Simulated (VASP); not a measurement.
Set up this calculation in VASP 6.6.1, as the native input.

- Task: electric field gradients
- Functional: PBEsol
- Potentials or basis: VASP PAW PBE potentials, release 64 (Zr_sv, C)
- Cutoff: 520 eV
- k mesh: 15 × 15 × 15
- Occupations: fermi-dirac, width 0.05 eV
- Spin: no spin polarisation
- Dipole correction: no
- Further INCAR settings: ALGO = Normal; EDIFF = 1e-08; NBANDS = 15

The structure of ZrC lies in POSCAR:

```
ZrC
1.0
    0.0000000000      2.3502100000      2.3502100000
    2.3502100000      0.0000000000      2.3502100000
    2.3502100000      2.3502100000      0.0000000000
Zr C
1 1
Direct
    0.5000000000      0.5000000000      0.5000000000
    0.0000000000      0.0000000000      0.0000000000
```

One way to write it, as run:

INCAR

```
  PREC = Accurate
  ENCUT = 520
  EDIFF = 1E-8
  ISMEAR = -1
  SIGMA = 0.05
  LREAL = F
  LASPH = T
  NELM = 60
  ALGO = Normal
  ISIF = 2
  LWAVE = F
  LCHARG = F
  GGA = PS
  LEFG = T
  NBANDS = 15
```

KPOINTS

```
regular mesh
0
Gamma
  15 15 15
```

Potentials or basis: VASP PAW PBE potentials, release 64 (Zr_sv, C).

Launch:

```console
$ cat potpaw_PBE.64/Zr_sv/POTCAR potpaw_PBE.64/C/POTCAR > POTCAR
$ mpirun -np 1 vasp_std > vasp.out
```

It gave:

```
Pressure               : -4.2 GPa
Band gap on the k mesh : zero (band 8 reaches 10.44 eV, above the bottom of band 9 at 9.13 eV)
```

Caveat: without QUAD_EFG the Cq values of the log hold for a quadrupole moment of 1 mb, not for the nuclei; the PAW data sets were made with another functional, which shifts forces and pressure a little.

Run time: 40 s on 1 thread of AMD EPYC 9R14 (Zen 4), on a shared host, peak memory 0.16 GiB.
